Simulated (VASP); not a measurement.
Write the native input for VASP 6.6.1 that does the following.

```
Task                   : single point
Functional             : PBE
Potentials or basis    : VASP PAW PBE potentials, release 64 (Li_sv, Si)
Cutoff                 : 520 eV
k mesh                 : 12 × 12 × 6
Occupations            : gaussian, width 0.1 eV
Spin                   : no spin polarisation
Dipole correction      : no
Further INCAR settings : ALGO = Normal; EDIFF = 1e-06; NBANDS = 20
```

The structure of LiSi2 lies in POSCAR:

```
LiSi2
1.0
    1.9141369829     -4.1804060154      0.0000000000
    1.9141369829      4.1804060154      0.0000000000
    0.0000000000      0.0000000000      6.0773132262
Li Si
2 4
Direct
    0.9586033327      0.0413966673      0.2500000000
    0.0413966673      0.9586033327      0.7500000000
    0.6637374734      0.3362625266      0.0470451142
    0.3362625266      0.6637374734      0.5470451142
    0.6637374734      0.3362625266      0.4529548858
    0.3362625266      0.6637374734      0.9529548858
```

This cell differs from its parent crystal: volume scaled by 1.06, then relaxed in part.

These files were run (other wordings do the same):

INCAR

```
SYSTEM = LiSi2
ALGO = Normal
EDIFF = 1E-6
ENCUT = 520
GGA = PE
ISIF = 2
ISMEAR = 0
LASPH = .True.
LCHARG = .True.
LELF = .True.
LREAL = .False.
LVHAR = .True.
LWAVE = .False.
NBANDS = 20
NELM = 60
PREC = Accurate
SIGMA = 0.1
```

KPOINTS

```
k-points
0
Gamma
  12 12 6
  0 0 0
```

Potentials or basis: VASP PAW PBE potentials, release 64 (Li_sv, Si).

Launch:

```sh
$ cat potpaw_PBE.64/Li_sv/POTCAR potpaw_PBE.64/Si/POTCAR > POTCAR
$ mpirun -np 1 vasp_std > vasp.out
```

Results of the run:

```json
{
  "Largest force": "0.011 eV/Å",
  "Band gap on the k mesh": "zero (band 11 reaches 8.07 eV, above the bottom of band 12 at 4.78 eV)"
}
```

Wall time 2.9 min on 1 thread of Intel(R) Xeon(R) 6975P-C (Granite Rapids), with other jobs on the host, peak memory 0.39 GiB.
